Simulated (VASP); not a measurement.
Set up this calculation in VASP 6.6.1, as the native input.

| Property | Result |
| --- | --- |
| Task | electric field gradients |
| Functional | PBEsol |
| Potentials or basis | VASP PAW PBE potentials, release 64 (Be) |
| Cutoff | 520 eV |
| k mesh | 9 × 9 × 14 |
| Occupations | fermi-dirac, width 0.05 eV |
| Spin | no spin polarisation |
| Dipole correction | no |
| Further INCAR settings | ALGO = Normal; EDIFF = 1e-08; NBANDS = 12 |

The structure of Be lies in POSCAR:

```
Be
1.0
    3.8592184200      0.0000000000      0.0000000000
    0.0000000000      3.8592184200      0.0000000000
    0.0000000000      0.0000000000      2.2812800000
Be
4
Direct
    0.2974080000      0.2974080000      0.0000000000
    0.7025920000      0.7025920000      0.0000000000
    0.2025920000      0.7974080000      0.5000000000
    0.7974080000      0.2025920000      0.5000000000
```

This cell differs from its parent crystal: equal xx and yy strain of +3 %.

These files were run (other wordings do the same):

INCAR

```
SYSTEM = Be
ALGO = Normal
EDIFF = 1E-8
ENCUT = 520
GGA = PS
ISIF = 2
ISMEAR = -1
LASPH = .TRUE.
LCHARG = .FALSE.
LEFG = .TRUE.
LREAL = .FALSE.
LWAVE = .FALSE.
NBANDS = 12
NELM = 80
PREC = Accurate
SIGMA = 0.05
```

KPOINTS

```
k-points
0
G
  9 9 14
  0 0 0
```

Potentials or basis: VASP PAW PBE potentials, release 64 (Be).

Launch:

```bash
$ cat potpaw_PBE.64/Be/POTCAR > POTCAR
$ mpirun -np 1 vasp_std > vasp.out
```

Results of the run:

```
Pressure                                : -6.8 GPa
Largest force                           : 0.122 eV/Å
Band gap on the k mesh                  : zero (bands 4 and 5 overlap by 2.17 eV)
Largest electric field gradient by atom : Be +1.9 V/Å²
```

Caveat: the cell differs from its parent crystal (equal xx and yy strain of +3 %); the cell stands under tension; without QUAD_EFG the Cq values of the log hold for a quadrupole moment of 1 mb, not for the nuclei; the PAW data sets were made with another functional, which shifts forces and pressure a little.

It took 15 s on 1 thread of Intel(R) Xeon(R) 6975P-C (Granite Rapids), with other jobs on the host, peak memory 0.16 GiB.
